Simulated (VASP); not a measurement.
WSe2: single point with PBE+D3(BJ)

The system is WSe2.

```
W Se
1.0
     3.32836   -0.00085    0.00000
    -1.66490    2.83208    0.00000
     0.00000    0.00000   12.75804
W Se
2 4
Direct
  0.66618 0.33232 0.24999
  0.33382 0.66768 0.75001
  0.33164 0.66312 0.38142
  0.66836 0.33688 0.88143
  0.33164 0.66312 0.11857
  0.66836 0.33688 0.61858
```

This cell differs from its parent crystal: uniaxial strain along a: +1.5 %, then relaxed in part.

```json
{
  "Program": "VASP 6.6.1",
  "Task": "single point",
  "Functional": "PBE",
  "Dispersion": "D3(BJ)",
  "Potentials or basis": "VASP PAW PBE potentials, release 64 (W_sv, Se)",
  "Cutoff": "520 eV",
  "k mesh": "12 × 12 × 2",
  "Occupations": "gaussian, width 0.02 eV",
  "Spin": "no spin polarisation"
}
```

| Property | Result |
| --- | --- |
| Pressure | -0.6 GPa |
| Largest force | 0.047 eV/Å |
| Band gap on the k mesh | 0.88 eV (least direct gap 1.49 eV) |
| Dispersion energy per atom | -0.471 eV |

Forces on the atoms (eV/Å):
```
W    0.000  0.002  0.000
W    0.000 -0.002  0.000
Se   0.000 -0.001  0.047
Se   0.000  0.001  0.047
Se   0.000 -0.001 -0.047
Se   0.000  0.001 -0.047
```

Stress tensor (GPa, compression positive):
```
-2.44  0.04  0.00
 0.04  0.30  0.00
 0.00  0.00  0.39
```

Levels at points of the mesh, in eV from the valence-band top:
| k point | band 23 | band 24 | band 25 | band 26 | band 27 | band 28 | band 29 | band 30 |
| --- | --- | --- | --- | --- | --- | --- | --- | --- |
| (0.00, 0.00, 0.00) | -1.49 | -1.15 | -0.93 | 0.00 | 2.48 | 2.50 | 2.55 | 2.58 |
| (0.50, 0.00, 0.00) | -1.55 | -1.41 | -1.34 | -1.10 | 2.00 | 2.04 | 2.24 | 2.57 |
| (0.00, 0.50, 0.00) | -1.61 | -1.45 | -1.29 | -1.27 | 2.05 | 2.09 | 2.19 | 2.61 |
| (0.50, 0.50, 0.00) | -1.55 | -1.40 | -1.34 | -1.09 | 2.00 | 2.04 | 2.24 | 2.57 |
| (0.00, 0.00, 0.50) | -1.53 | -1.53 | -0.19 | -0.19 | 2.48 | 2.48 | 2.59 | 2.59 |
| (0.50, 0.00, 0.50) | -1.42 | -1.42 | -1.25 | -1.25 | 2.02 | 2.02 | 2.44 | 2.44 |
| (0.00, 0.50, 0.50) | -1.45 | -1.45 | -1.34 | -1.34 | 2.07 | 2.07 | 2.44 | 2.44 |
| (0.50, 0.50, 0.50) | -1.42 | -1.42 | -1.25 | -1.25 | 2.02 | 2.02 | 2.44 | 2.44 |

Run time: 15 min on 1 thread of Intel Xeon 8259CL, with other jobs on the host, peak memory 0.58 GiB.

Caveat: the cell differs from its parent crystal (uniaxial strain along a: +1.5 %, then relaxed in part); spin-orbit coupling is left out, which moves the levels of the heavy elements. A k mesh can miss the band edges.
